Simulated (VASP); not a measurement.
# LiH (P6_3/mmc) in VASP: single point with r2SCAN+rVV10

Aim: the single point of LiH with r2SCAN+rVV10.

All numbers are computed with VASP 6.6.1; they aren't measurements. Logs are shortened: lines on timing, memory, paths and dates and some standing lists are left out, and cuts for length are marked.

## (1) The cell of the first run

The structure is hexagonal, space group P6_3/mmc (No. 194). The conventional cell has a = 3.248 Å, b = 3.248 Å, c = 4.060 Å, α = 90.00°, β = 90.00°, γ = 120.00°. Within 2.5 Å of Li (site symmetry -6m2) lie 5 H at 1.88 to 2.03 Å. Within 2.5 Å of H (site symmetry -6m2) lie 5 Li at 1.88 to 2.03 Å.

## (2) Single point, r2SCAN+rVV10

Contents of POSCAR:

```
LiH
1.0
    3.2484041737      0.0000000000      0.0000000000
   -1.6242020869      2.8132005362      0.0000000000
    0.0000000000      0.0000000000      4.0603797256
Li H
2 2
Direct
    0.3333333333      0.6666666667     -0.0625000000
    0.6666666667      0.3333333333      0.4375000000
    0.3333333333      0.6666666667      0.4375000000
    0.6666666667      0.3333333333      0.9375000000
```

Contents of INCAR.step1:

```
PREC     = Accurate       # precision mode
ENCUT    = 520            # plane-wave cutoff, eV
ISMEAR   = -1             # smearing method
SIGMA    = 0.03           # smearing width, eV
LREAL    = False          # projectors in reciprocal space
LASPH    = True           # aspherical terms in the spheres
NELM     = 60             # most SCF steps
NBANDS   = 12             # bands
GGA      = PE             # functional
ALGO     = Normal         # electronic algorithm
EDIFF    = 1E-4           # SCF threshold, eV
LWAVE    = True           # write WAVECAR
LCHARG   = False          # write CHGCAR
```

Contents of INCAR.step2:

```
PREC     = Accurate       # precision mode
ENCUT    = 520            # plane-wave cutoff, eV
EDIFF    = 1E-7           # SCF threshold, eV
ISMEAR   = -1             # smearing method
SIGMA    = 0.03           # smearing width, eV
LREAL    = False          # projectors in reciprocal space
LASPH    = True           # aspherical terms in the spheres
NELM     = 60             # most SCF steps
ALGO     = Normal         # electronic algorithm
ISIF     = 2              # what is computed and relaxed
LWAVE    = False          # write WAVECAR
LCHARG   = False          # write CHGCAR
METAGGA  = R2SCAN         # meta-GGA
LMIXTAU  = True         
LUSE_VDW = True         
IVDW_NL  = 2            
BPARAM   = 11.95        
CPARAM   = 0.0093       
NBANDS   = 12             # bands
ISTART   = 1
```

Contents of KPOINTS:

```
Automatic mesh
0
Gamma
  12 12 8
```

Potentials or basis: VASP PAW PBE potentials, release 64 (Li_sv, H).

Started as:

```bash
> cat potpaw_PBE.64/Li_sv/POTCAR potpaw_PBE.64/H/POTCAR > POTCAR
> cp INCAR.step1 INCAR
> mpirun -np 1 vasp_std > vasp.out
> cp INCAR.step2 INCAR
> mpirun -np 1 vasp_std > vasp.out
```

OUTCAR:

```text
PREC = Accurate
   ENCUT = 520
   EDIFF = 1E-7
   ISMEAR = -1
   LREAL = False
   LASPH = True
   NELM = 60
   ISIF = 2
   METAGGA = R2SCAN
   IVDW_NL = 2
   BPARAM = 11.95
   ISTART = 1

 ion  position               nearest neighbor table
   1  0.333  0.667  0.938-
   2  0.667  0.333  0.438-
   3  0.333  0.667  0.438-
   4  0.667  0.333  0.938-

  LATTYP: Found a hexagonal cell.
 ALAT       =     3.2484041737
 C/A-ratio  =     1.2499613683

  Lattice vectors:

 A1 = (   3.2484041737,   0.0000000000,   0.0000000000)
 A2 = (  -1.6242020869,   2.8132005362,   0.0000000000)
 A3 = (   0.0000000000,   0.0000000000,   4.0603797256)

Analysis of symmetry for initial positions (statically):
=====================================================================
 Subroutine PRICEL returns:
 Original cell was already a primitive cell.

 Routine SETGRP: Setting up the symmetry group for a
 hexagonal supercell.

 Subroutine GETGRP returns: Found 24 space group operations
 (whereof  6 operations were pure point group operations)
 out of a pool of 24 trial point group operations.

The static configuration has the point symmetry C_3v.
 The point group associated with its full space group is D_6h.

Analysis of symmetry for dynamics (positions and initial velocities):
=====================================================================
 Subroutine PRICEL returns:
 Original cell was already a primitive cell.

 Routine SETGRP: Setting up the symmetry group for a
 hexagonal supercell.

 Subroutine GETGRP returns: Found 24 space group operations
 (whereof  6 operations were pure point group operations)
 out of a pool of 24 trial point group operations.

The dynamic configuration has the point symmetry C_3v.
 The point group associated with its full space group is D_6h.

 Subroutine INISYM returns: Found 24 space group operations
 (whereof  6 operations are pure point group operations),
 and found     1 'primitive' translations

----------------------------------------------------------------------------------------

                                     Primitive cell

  volume of cell :      37.1054

  direct lattice vectors                    reciprocal lattice vectors
     3.248404174  0.000000000  0.000000000     0.307843466  0.177733508  0.000000000
    -1.624202087  2.813200536  0.000000000     0.000000000  0.355467016  0.000000000
     0.000000000  0.000000000  4.060379726     0.000000000  0.000000000  0.246282384

  length of vectors
     3.248404174  3.248404174  4.060379726     0.355467016  0.355467016  0.246282384

  position of ions in fractional coordinates (direct lattice)
     0.333333333  0.666666667  0.937500000
     0.666666667  0.333333333  0.437500000
     0.333333333  0.666666667  0.437500000
     0.666666667  0.333333333  0.937500000

  ion indices of the primitive-cell ions
   primitive index   ion index
                 1           1
                 2           2
                 3           3
                 4           4

----------------------------------------------------------------------------------------

 KPOINTS: Automatic mesh

Automatic generation of k-mesh.
 Grid dimensions read from file:
 generate k-points for:   12   12    8

 Generating k-lattice:

  Cartesian coordinates                     Fractional coordinates (reciprocal lattice)
     0.025653622  0.014811126  0.000000000     0.083333333 -0.000000000  0.000000000
     0.000000000  0.029622251  0.000000000     0.000000000  0.083333333  0.000000000
     0.000000000  0.000000000  0.030785298     0.000000000  0.000000000  0.125000000

  Length of vectors
     0.029622251  0.029622251  0.030785298

  Shift w.r.t. Gamma in fractional coordinates (k-lattice)
     0.000000000  0.000000000  0.000000000

 Subroutine IBZKPT returns following result:
 ===========================================

 Found     95 irreducible k-points:

 Following reciprocal coordinates:
            Coordinates               Weight
  0.000000  0.000000  0.000000      1.000000
  0.083333  0.000000  0.000000      6.000000
  0.166667  0.000000  0.000000      6.000000
  0.250000  0.000000  0.000000      6.000000
  0.333333  0.000000  0.000000      6.000000
  0.416667  0.000000  0.000000      6.000000
[... 16 lines left out ...]
  0.250000  0.000000  0.125000     12.000000
  0.333333  0.000000  0.125000     12.000000
 [... further k-points ...]
   k-points           NKPTS =     95   k-points in BZ     NKDIM =     95   number of bands    NBANDS=     12
   number of dos      NEDOS =    301   number of ions     NIONS =      4
   total plane-waves  NPLWV =  17280
   dimension x,y,z NGX =    24 NGY =   24 NGZ =   30
   dimension x,y,z NGXF=    48 NGYF=   48 NGZF=   60
   ions per type =               2   2
   NGX,Y,Z   is equivalent  to a cutoff of  12.28, 12.28, 12.28 a.u.
   NGXF,Y,Z  is equivalent  to a cutoff of  24.57, 24.57, 24.57 a.u.
 SYSTEM =  unknown system
   PREC   = accura    normal or accurate (medium, high low for compatibility)
   ISTART =      1    job   : 0-new  1-cont  2-samecut
   ICHARG =      0    charge: 1-file 2-atom 10-const
   ISPIN  =      1    spin polarized calculation?
   LNONCOLLINEAR =      F non collinear calculations
   LSORBIT =      F    spin-orbit coupling
   LASPH  =      T    aspherical Exc in radial PAW
   ENCUT  =  520.0 eV  38.22 Ry    6.18 a.u.   6.04  6.04  7.55*2*pi/ulx,y,z
   NELM   =     60;   NELMIN=  2; NELMDL=  0     # of ELM steps
   EDIFF  = 0.1E-06   stopping-criterion for ELM
   LREAL  =      F    real-space projection
   EDIFFG = 0.1E-05   stopping-criterion for IOM
   NSW    =      0    number of steps for IOM
   IBRION =     -1    ionic relax: 0-MD 1-quasi-New 2-CG
   NFREE  =      0    steps in history (QN), initial steepest desc. (CG)
   ISIF   =      2    stress and relaxation
   ISYM   =      2    0-nonsym 1-usesym 2-fastsym
   POTIM  = 0.5000    time-step for ionic-motion
   TEBEG  =    0.0;   TEEND  =   0.0 temperature during run
   PSTRESS=    0.0 pullay stress
   NELECT =       8.0000    total number of electrons
   NUPDOWN=      -1.0000    fix difference up-down
   EMIN   =  10.00;   EMAX   =-10.00  energy-range for DOS
   EFERMI =   0.00;   METHOD = LEGACY
   ISMEAR =    -1;   SIGMA  =   0.03  broadening in eV -4-tet -1-fermi 0-gaus
   EFERMI_NEDOS =   21; number of points for ismear=-14 and -15
   IALGO  =     38    algorithm
   IMIX   =      4    mixing-type and parameters
     AMIX     =   0.40;   BMIX     =  1.00
     AMIX_MAG =   1.60;   BMIX_MAG =  1.00
  volume/ion in A,a.u.               =       9.28        62.60
  Fermi-wavevector in a.u.,A,eV,Ry     =   0.981655  1.855060 13.111216  0.963647
  Thomas-Fermi vector in A             =   2.112678
   LORBIT       =      0    0 simple, 1 ext, 2 COOP (PROOUT), +10 PAW based schemes
   METAGGA = R2SCAN    functional components
   LHFCALC =     F    Hartree Fock is set to
   AEXX    =    0.0000 exact exchange contribution
   IVDW_NL    =     2    kernel type
   BPARAM     =11.9500
   IVDW    =     0    specifies the selected vdW correction
   LEPSILON=     F    determine dielectric tensor
   LRPA    =     F    only Hartree local field effects (RPA)
 non-spin polarized calculation
  energy-cutoff  :      520.00
  volume of cell :       37.11
 maximum number of plane-waves:      1026
   NGX = 13   NGY = 13   NGZ = 15

 number of electron       8.0000007 magnetization

 Free energy of the ion-electron system (eV)
  ---------------------------------------------------
  ext. energy  EPLUGINS =         0.00000000
  ---------------------------------------------------
  free energy    TOTEN  =       -13.30695896 eV

  energy without entropy =      -13.30695896  energy(sigma->0) =      -13.30695896

 E-fermi :   0.2056     XC(G=0):  -8.2274

 val. band max:       -0.3878884092   @ k =   0.0000   0.0000   0.0000
 cond. band min:       1.8457756631   @ k =   0.3333   0.3333   0.0000
 fundamental gap:      2.2336640723
 Fermi energy:         0.2056381042

 k-point     1 :       0.0000    0.0000    0.0000
  band No.  band energies     occupation
      1     -46.3970      2.00000
      2     -46.3395      2.00000
      3      -5.7048      2.00000
      4      -0.3879      2.00000
      5       3.1747      0.00000
      6      11.2570      0.00000
      7      11.2575      0.00000
      8      11.9198      0.00000
      9      13.9829      0.00000
     10      13.9830      0.00000
     11      16.0623      0.00000
     12      18.8512      0.00000

 k-point     2 :       0.0833    0.0000    0.0000
  band No.  band energies     occupation
      1     -46.3957      2.00000
      2     -46.3399      2.00000
      3      -5.6212      2.00000
      4      -0.4341      2.00000
      5       3.3058      0.00000
      6      10.1363      0.00000
      7      10.6335      0.00000
      8      11.6264      0.00000
      9      14.8422      0.00000
     10      15.2768      0.00000
     11      15.8860      0.00000
     12      17.9998      0.00000

 k-point     3 :       0.1667    0.0000    0.0000
  band No.  band energies     occupation
      1     -46.3918      2.00000
      2     -46.3411      2.00000
      3      -5.3714      2.00000
      4      -0.5837      2.00000
      5       3.6981      0.00000
      6       8.2088      0.00000
      7       9.6293      0.00000
      8      11.5936      0.00000
      9      15.3220      0.00000
     10      16.0385      0.00000
     11      16.2717      0.00000
     12      16.3217      0.00000
[... 286 lines left out ...]
 k-point    23 :       0.2500    0.0000    0.1250
  band No.  band energies     occupation
      1     -46.3843      2.00000
      2     -46.3447      2.00000
      3      -4.8769      2.00000
      4      -1.2360      2.00000
      5       4.7410      0.00000
      6       6.8105      0.00000
      7       8.9029      0.00000
      8      10.8761      0.00000
      9      13.9065      0.00000
     10      15.0332      0.00000
     11      15.3941      0.00000
     12      16.7849      0.00000

 k-point    24 :       0.3333    0.0000    0.1250
  band No.  band energies     occupation
      1     -46.3780      2.00000
      2     -46.3474      2.00000
      3      -4.3305      2.00000
      4      -1.5523      2.00000
      5       4.8171      0.00000
      6       6.2259      0.00000
      7       8.2596      0.00000
      8       9.8101      0.00000
      9      12.8050      0.00000
     10      14.8045      0.00000
     11      15.1405      0.00000
     12      16.5970      0.00000

 [... further k-points ...]
[... 5 lines left out ...]
  --------------------------------------------------------------------------------------
  -------------------------------------------------------------------------------------
  Total       -0.0534588     -0.0534588     -0.0443283      0.0000000      0.0000000      0.0000000
  in kB       -2.3082994     -2.3082994     -1.9140537      0.0000000      0.0000000      0.0000000
  external PRESSURE =      -2.1768842 kB  Pullay stress =       0.0000000 kB

 VOLUME and BASIS-vectors are now :
 -----------------------------------------------------------------------------
  energy-cutoff  :      520.00
  volume of cell :       37.11
      direct lattice vectors                 reciprocal lattice vectors
     3.248404174  0.000000000  0.000000000     0.307843466  0.177733508  0.000000000
    -1.624202087  2.813200536  0.000000000     0.000000000  0.355467016  0.000000000
     0.000000000  0.000000000  4.060379726     0.000000000  0.000000000  0.246282384

 POSITION                                       TOTAL-FORCE (eV/Angst)
 -----------------------------------------------------------------------------------
     -0.00000      1.87547      3.80661        -0.000000     -0.000000      0.000000
      1.62420      0.93773      1.77642         0.000000      0.000000      0.000000
     -0.00000      1.87547      1.77642         0.000000      0.000000     -0.000000
      1.62420      0.93773      3.80661        -0.000000     -0.000000     -0.000000
 -----------------------------------------------------------------------------------
    total drift:                               -0.000000     -0.000000      0.000009

  FREE ENERGIE OF THE ION-ELECTRON SYSTEM (eV)
  ---------------------------------------------------
  free  energy   TOTEN  =       -13.3069589638 eV

  energy  without entropy=      -13.3069589638  energy(sigma->0) =      -13.30695896
```

It took 3.8 min on 1 thread of Intel Xeon 6975P-C, shared host; peak memory 0.25 GiB.

Results:

```yaml
Free_energy: -13.3070 eV
Band_gap_on_the_k_mesh: 2.23 eV, indirect (least direct gap 3.56 eV)
```

Caveat: the cutoff is under 1.25 times the usual one of these potentials, so pressure, stress and relaxed cells hold a basis-set (Pulay) error; the PAW data sets were made with another functional, which shifts forces and pressure a little. A k mesh can miss the band edges.
